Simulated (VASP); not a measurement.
The system is Nb.

```
Nb
1.0
     0.00000    2.11500    2.11500
     2.11500    0.00000    2.11500
     2.11500    2.11500    0.00000
Nb
1
Direct
  0.00000 0.00000 0.00000
```

Base run:

| Item | Value |
| --- | --- |
| Program | VASP 6.6.1 |
| Functional | PBEsol |
| Potentials or basis | VASP PAW PBE potentials, release 64 (Nb_sv) |
| Cutoff | 520 eV |
| k mesh | 13 × 13 × 13 |
| Occupations | fermi-dirac, width 0.08 eV |
| Spin | no spin polarisation |

Its results: pressure -6.9 GPa.

Problem. The run is repeated on the same cell with these changes: functional from PBEsol to PBE. What comes out?

Solution. Pressure -1.4 GPa.

PBE binds less tightly than PBEsol, so the same cell stands under more pressure.

Caveats: the PAW data sets were made with another functional, which shifts forces and pressure a little (some runs).
